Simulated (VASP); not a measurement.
# GaN (P6/mmm) in VASP: electric field gradients with PBE

Aim: the electric field gradients of GaN with PBE.

Program: VASP 6.6.1. These are calculated values, not measurements. Logs are shortened: lines on timing, memory, paths and dates and some standing lists are left out, and cuts for length are marked.

## (1) The cell of the first run

The structure is hexagonal, space group P6/mmm (No. 191). Conventional cell: a = 5.230 Å, b = 5.230 Å, c = 3.390 Å, α = 90.00°, β = 90.00°, γ = 120.00°. Within 2.3 Å of Ga (site symmetry 6/mmm) lie 2 N at 1.70 Å. N (site symmetry 6/mmm) has 2 Ga at 1.70 Å within 2.3 Å.

## (2) Electric field gradients, PBE

Contents of INCAR:

```
SYSTEM = GaN
PREC = Accurate ; ENCUT = 520
EDIFF = 1E-8 ; ISMEAR = -1
SIGMA = 0.05 ; LREAL = .FALSE.
LASPH = .TRUE. ; NELM = 100
ALGO = Normal ; ISIF = 2
LWAVE = .FALSE. ; LCHARG = .FALSE.
GGA = PE ; LEFG = .TRUE.
NBANDS = 16
```

Contents of KPOINTS:

```
Automatic mesh
0
G
  6 6 8
  0 0 0
```

Contents of POSCAR:

```
GaN
1.0
    5.2303800000      0.0000000000      0.0000000000
   -2.6151900000      4.5296400000      0.0000000000
    0.0000000000      0.0000000000      3.3901000000
Ga N
1 1
Direct
    0.0000000000      0.0000000000      0.5000000000
    0.0000000000      0.0000000000      0.0000000000
```

Potentials or basis: VASP PAW PBE potentials, release 64 (Ga_d, N).

Started as:

```console
cat potpaw_PBE.64/Ga_d/POTCAR potpaw_PBE.64/N/POTCAR > POTCAR
mpirun -np 1 vasp_std > vasp.out
```

OUTCAR:

```text
SYSTEM = GaN
   PREC = Accurate
   ENCUT = 520
   EDIFF = 1E-8
   ISMEAR = -1
   LREAL = .FALSE.
   LASPH = .TRUE.
   NELM = 100
   ISIF = 2
   GGA = PE

 ion  position               nearest neighbor table
   1  0.000  0.000  0.500-   2 1.70   2 1.70
   2  0.000  0.000  0.000-   1 1.70   1 1.70

  LATTYP: Found a hexagonal cell.
 ALAT       =     5.2303800000
 C/A-ratio  =     0.6481555833

  Lattice vectors:

 A1 = (   5.2303800000,   0.0000000000,   0.0000000000)
 A2 = (  -2.6151900000,   4.5296400000,   0.0000000000)
 A3 = (   0.0000000000,   0.0000000000,   3.3901000000)

Analysis of symmetry for initial positions (statically):
=====================================================================
 Subroutine PRICEL returns:
 Original cell was already a primitive cell.

 Routine SETGRP: Setting up the symmetry group for a
 hexagonal supercell.

 Subroutine GETGRP returns: Found 24 space group operations
 (whereof 24 operations were pure point group operations)
 out of a pool of 24 trial point group operations.

The static configuration has the point symmetry D_6h.

Analysis of symmetry for dynamics (positions and initial velocities):
=====================================================================
 Subroutine PRICEL returns:
 Original cell was already a primitive cell.

 Routine SETGRP: Setting up the symmetry group for a
 hexagonal supercell.

 Subroutine GETGRP returns: Found 24 space group operations
 (whereof 24 operations were pure point group operations)
 out of a pool of 24 trial point group operations.

The dynamic configuration has the point symmetry D_6h.

 Subroutine INISYM returns: Found 24 space group operations
 (whereof 24 operations are pure point group operations),
 and found     1 'primitive' translations

----------------------------------------------------------------------------------------

                                     Primitive cell

  volume of cell :      80.3174

  direct lattice vectors                    reciprocal lattice vectors
     5.230380000  0.000000000  0.000000000     0.191190697  0.110384048  0.000000000
    -2.615190000  4.529640000  0.000000000     0.000000000  0.220768096  0.000000000
     0.000000000  0.000000000  3.390100000     0.000000000  0.000000000  0.294976549

  length of vectors
     5.230380000  5.230378310  3.390100000     0.220768025  0.220768096  0.294976549

  position of ions in fractional coordinates (direct lattice)
     0.000000000  0.000000000  0.500000000
     0.000000000  0.000000000  0.000000000

  ion indices of the primitive-cell ions
   primitive index   ion index
                 1           1
                 2           2

----------------------------------------------------------------------------------------

 KPOINTS: Automatic mesh

Automatic generation of k-mesh.
 Grid dimensions read from file:
 generate k-points for:    6    6    8

 Generating k-lattice:

  Cartesian coordinates                     Fractional coordinates (reciprocal lattice)
     0.031865116  0.018397341  0.000000000     0.166666667  0.000000000  0.000000000
     0.000000000  0.036794683  0.000000000     0.000000000  0.166666667  0.000000000
     0.000000000  0.000000000  0.036872069     0.000000000  0.000000000  0.125000000

  Length of vectors
     0.036794671  0.036794683  0.036872069

  Shift w.r.t. Gamma in fractional coordinates (k-lattice)
     0.000000000  0.000000000  0.000000000

 Subroutine IBZKPT returns following result:
 ===========================================

 Found     35 irreducible k-points:

 Following reciprocal coordinates:
            Coordinates               Weight
  0.000000  0.000000  0.000000      1.000000
  0.166667 -0.000000  0.000000      6.000000
  0.333333  0.000000  0.000000      6.000000
  0.500000  0.000000  0.000000      3.000000
  0.166667  0.166667  0.000000      6.000000
  0.333333  0.166667  0.000000     12.000000
[... 16 lines left out ...]
  0.166667 -0.000000  0.375000     12.000000
  0.333333  0.000000  0.375000     12.000000
 [... further k-points ...]
   k-points           NKPTS =     35   k-points in BZ     NKDIM =     35   number of bands    NBANDS=     16
   number of dos      NEDOS =    301   number of ions     NIONS =      2
   total plane-waves  NPLWV =  44800
   dimension x,y,z NGX =    40 NGY =   40 NGZ =   28
   dimension x,y,z NGXF=    80 NGYF=   80 NGZF=   56
   ions per type =               1   1
   NGX,Y,Z   is equivalent  to a cutoff of  12.71, 12.71, 13.73 a.u.
   NGXF,Y,Z  is equivalent  to a cutoff of  25.43, 25.43, 27.46 a.u.
 SYSTEM =  GaN
   PREC   = accura    normal or accurate (medium, high low for compatibility)
   ISTART =      0    job   : 0-new  1-cont  2-samecut
   ICHARG =      2    charge: 1-file 2-atom 10-const
   ISPIN  =      1    spin polarized calculation?
   LNONCOLLINEAR =      F non collinear calculations
   LSORBIT =      F    spin-orbit coupling
   LASPH  =      T    aspherical Exc in radial PAW
   ENCUT  =  520.0 eV  38.22 Ry    6.18 a.u.   9.73  9.73  6.30*2*pi/ulx,y,z
   NELM   =    100;   NELMIN=  2; NELMDL= -5     # of ELM steps
   EDIFF  = 0.1E-07   stopping-criterion for ELM
   LREAL  =      F    real-space projection
   EDIFFG = 0.1E-06   stopping-criterion for IOM
   NSW    =      0    number of steps for IOM
   IBRION =     -1    ionic relax: 0-MD 1-quasi-New 2-CG
   NFREE  =      0    steps in history (QN), initial steepest desc. (CG)
   ISIF   =      2    stress and relaxation
   ISYM   =      2    0-nonsym 1-usesym 2-fastsym
   POTIM  = 0.5000    time-step for ionic-motion
   TEBEG  =    0.0;   TEEND  =   0.0 temperature during run
   PSTRESS=    0.0 pullay stress
   NELECT =      18.0000    total number of electrons
   NUPDOWN=      -1.0000    fix difference up-down
   EMIN   =  10.00;   EMAX   =-10.00  energy-range for DOS
   EFERMI =   0.00;   METHOD = LEGACY
   ISMEAR =    -1;   SIGMA  =   0.05  broadening in eV -4-tet -1-fermi 0-gaus
   EFERMI_NEDOS =   21; number of points for ismear=-14 and -15
   IALGO  =     38    algorithm
   IMIX   =      4    mixing-type and parameters
     AMIX     =   0.40;   BMIX     =  1.00
     AMIX_MAG =   1.60;   BMIX_MAG =  1.00
  volume/ion in A,a.u.               =      40.16       271.00
  Fermi-wavevector in a.u.,A,eV,Ry     =   0.994403  1.879150 13.453954  0.988838
  Thomas-Fermi vector in A             =   2.126352
   LORBIT       =      0    0 simple, 1 ext, 2 COOP (PROOUT), +10 PAW based schemes
   GGA     = PE    functional components
   LHFCALC =     F    Hartree Fock is set to
   AEXX    =    0.0000 exact exchange contribution
   IVDW    =     0    specifies the selected vdW correction
   LEPSILON=     F    determine dielectric tensor
   LRPA    =     F    only Hartree local field effects (RPA)
 non-spin polarized calculation
  energy-cutoff  :      520.00
  volume of cell :       80.32
 maximum number of plane-waves:      2179
 NGX is ok and might be reduce to    40
   NGX = 19   NGY = 19   NGZ = 13

 number of electron      18.0000010 magnetization

 Free energy of the ion-electron system (eV)
  ---------------------------------------------------
  ext. energy  EPLUGINS =         0.00000000
  ---------------------------------------------------
  free energy    TOTEN  =        -9.45337107 eV

  energy without entropy =       -9.45337065  energy(sigma->0) =       -9.45337086

 E-fermi :  -1.5947     XC(G=0):  -5.4976

 val. band max:       -2.2547803603   @ k =   0.0000   0.0000   0.5000
 cond. band min:      -1.0897357770   @ k =   0.0000   0.0000   0.0000
 fundamental gap:      1.1650445833
 Fermi energy:        -1.5946822765

 k-point     1 :       0.0000    0.0000    0.0000
  band No.  band energies     occupation
      1     -18.7038      2.00000
      2     -16.6458      2.00000
      3     -16.6458      2.00000
      4     -16.4630      2.00000
      5     -16.4630      2.00000
      6     -13.8093      2.00000
[... 8 lines left out ...]
     15       5.9692      0.00000
     16       7.5010      0.00000
[... 419 lines left out ...]
 k-point    24 :       0.3333    0.0000    0.3750
  band No.  band energies     occupation
      1     -17.5970      2.00000
      2     -16.6427      2.00000
      3     -16.6422      2.00000
      4     -16.5634      2.00000
      5     -16.5631      2.00000
      6     -14.9099      2.00000
[... 8 lines left out ...]
     15       8.5616      0.00000
     16       9.0820      0.00000

 [... further k-points ...]

------------------------ aborting loop because EDIFF is reached ----------------------------------------

  FORCE on cell =-STRESS in cart. coord.  units (eV):
  Direction    XX          YY          ZZ          XY          YZ          ZX
  --------------------------------------------------------------------------------------
  -------------------------------------------------------------------------------------
  Total        0.0021691      0.0021691     -0.3915895      0.0000000     -0.0000000      0.0000000
  in kB        0.0432696      0.0432696     -7.8114595      0.0000000     -0.0000000      0.0000000
  external PRESSURE =      -2.5749734 kB  Pullay stress =       0.0000000 kB

 VOLUME and BASIS-vectors are now :
 -----------------------------------------------------------------------------
  energy-cutoff  :      520.00
  volume of cell :       80.32
      direct lattice vectors                 reciprocal lattice vectors
     5.230380000  0.000000000  0.000000000     0.191190697  0.110384048  0.000000000
    -2.615190000  4.529640000  0.000000000     0.000000000  0.220768096  0.000000000
     0.000000000  0.000000000  3.390100000     0.000000000  0.000000000  0.294976549

 POSITION                                       TOTAL-FORCE (eV/Angst)
 -----------------------------------------------------------------------------------
      0.00000      0.00000      1.69505         0.000000      0.000000      0.000000
      0.00000      0.00000      0.00000        -0.000000      0.000000      0.000000
 -----------------------------------------------------------------------------------
    total drift:                               -0.000000     -0.000000      0.000000

  FREE ENERGIE OF THE ION-ELECTRON SYSTEM (eV)
  ---------------------------------------------------
  free  energy   TOTEN  =        -9.4533710743 eV

  energy  without entropy=       -9.4533706452  energy(sigma->0) =       -9.45337086

 Electric field gradients (V/A^2)
---------------------------------------------------------------------
 ion       V_xx      V_yy      V_zz      V_xy      V_xz      V_yz
---------------------------------------------------------------------
   1     139.636   139.644  -279.280     0.004     0.000    -0.000
   2     -33.778   -33.779    67.557    -0.001     0.000    -0.000
---------------------------------------------------------------------

 Electric field gradients after diagonalization (V/A^2)
 (convention: |V_zz| > |V_xx| > |V_yy|)
----------------------------------------------------------------------
 ion       V_xx      V_yy      V_zz     asymmetry (V_yy - V_xx)/ V_zz
----------------------------------------------------------------------
   1     139.646   139.634  -279.280       0.000
   2     -33.780   -33.777    67.557       0.000
----------------------------------------------------------------------

           NMR quadrupolar parameters

 Cq : quadrupolar parameter    Cq=e*Q*V_zz/h
 eta: asymmetry parameters     (V_yy - V_xx)/ V_zz
 Q  : nuclear electric quadrupole moment in mb (millibarn)
----------------------------------------------------------------------
 ion       Cq(MHz)       eta       Q (mb)
----------------------------------------------------------------------
   1      -0.675       0.000       1.000
   2       0.163       0.000       1.000
----------------------------------------------------------------------
```

Wall time 23 s (1 thread of Intel Xeon 6975P-C (Granite Rapids), shared host); peak memory 0.2 GiB.

Results:

```yaml
Free_energy: -9.4534 eV
Pressure: -0.3 GPa
Band_gap_on_the_k_mesh: 1.17 eV (least direct gap 2.85 eV)
Largest_electric_field_gradient_by_atom: Ga -279.3; N +67.6 V/Å²
```

Electric field gradients, principal values (V/Å²):
```tsv
atom	least	middle	greatest (by size)
1 Ga	139.634	139.646	-279.280
2 N	-33.777	-33.780	67.557
```

Caveat: without QUAD_EFG the Cq values of the log hold for a quadrupole moment of 1 mb, not for the nuclei. A k mesh can miss the band edges.
